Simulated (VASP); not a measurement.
**Rb3Al: relaxation of cell and atoms with PBE**

Crystal: Rb3Al.

```
Rb Al
1.0
     6.02662    0.00000    0.00000
     0.00000    6.02662    0.00000
     0.00000    0.00000    6.02662
Rb Al
3 1
Direct
  0.00000 0.50000 0.50000
  0.50000 0.00000 0.50000
  0.50000 0.50000 0.00000
  0.00000 0.00000 0.00000
```

- Program: VASP 6.6.1
- Task: relaxation of cell and atoms
- Functional: PBE
- Potentials or basis: VASP PAW PBE potentials, release 64 (Rb_sv, Al)
- Cutoff: 600 eV
- k mesh: 8 × 8 × 8
- Occupations: gaussian, width 0.1 eV
- Spin: no spin polarisation
- Dipole correction: no
- Further INCAR settings: ALGO = Fast; EDIFF = 1e-06; IBRION = 2; EDIFFG = -0.01; NSW = 100; ISIF = 3

| Item | Value |
| --- | --- |
| Relaxed volume | 57.00 Å³/atom |
| Relaxed cell | a = 6.109 Å, b = 6.109 Å, c = 6.109 Å, α = 90.00°, β = 90.00°, γ = 90.00° |
| Space group after relaxing (to 0.1 Å) | Pm-3m (No. 221) |
| Energy gained by relaxing | 1.6 meV/atom |
| Ionic steps | 4 |
| Pressure after relaxing | 0.0 GPa |
| Band gap on the k mesh | zero (bands 15 and 16 overlap by 0.74 eV) |

Step by step:
| step | energy change (eV) | largest force (eV/Å) | pressure (GPa) | volume (Å³) |
| --- | --- | --- | --- | --- |
| 1 | 0.0000 | 0.0000 | 0.23 | 218.89 |
| 2 | -0.0031 | 0.0000 | 0.16 | 221.43 |
| 3 | -0.0060 | 0.0000 | 0.05 | 225.82 |
| 4 | -0.0064 | 0.0000 | 0.00 | 227.99 |

Final structure:
```yaml
crystal:
  lattice:
    - [6.10902, 0.00000, 0.00000]
    - [0.00000, 6.10902, 0.00000]
    - [0.00000, 0.00000, 6.10902]
  atoms:
    - { symbol: Rb, position: [0.00000, 0.50000, 0.50000] }
    - { symbol: Rb, position: [0.50000, 0.00000, 0.50000] }
    - { symbol: Rb, position: [0.50000, 0.50000, 0.00000] }
    - { symbol: Al, position: [0.00000, 0.00000, 0.00000] }
```

Levels at points of the mesh, in eV from the Fermi level:
```csv
k point,band 11,band 12,band 13,band 14,band 15,band 16,band 17,band 18,band 19
"(0.00, 0.00, 0.00)",-12.63,-12.63,-4.55,-0.94,0.53,0.53,0.53,1.25,1.25
"(0.50, 0.00, 0.00)",-12.65,-12.65,-4.26,-1.50,0.33,0.33,0.53,1.37,2.09
"(0.50, 0.50, 0.00)",-12.70,-12.58,-4.14,-0.79,-0.79,0.13,0.27,2.35,2.36
"(0.50, 0.50, 0.50)",-12.58,-12.58,-4.15,-0.10,-0.10,-0.10,0.62,0.62,0.62
```

Wall time 10 min on 1 thread of Oxide Virtual Turin-like Processor (shared host), peak memory 0.4 GiB.
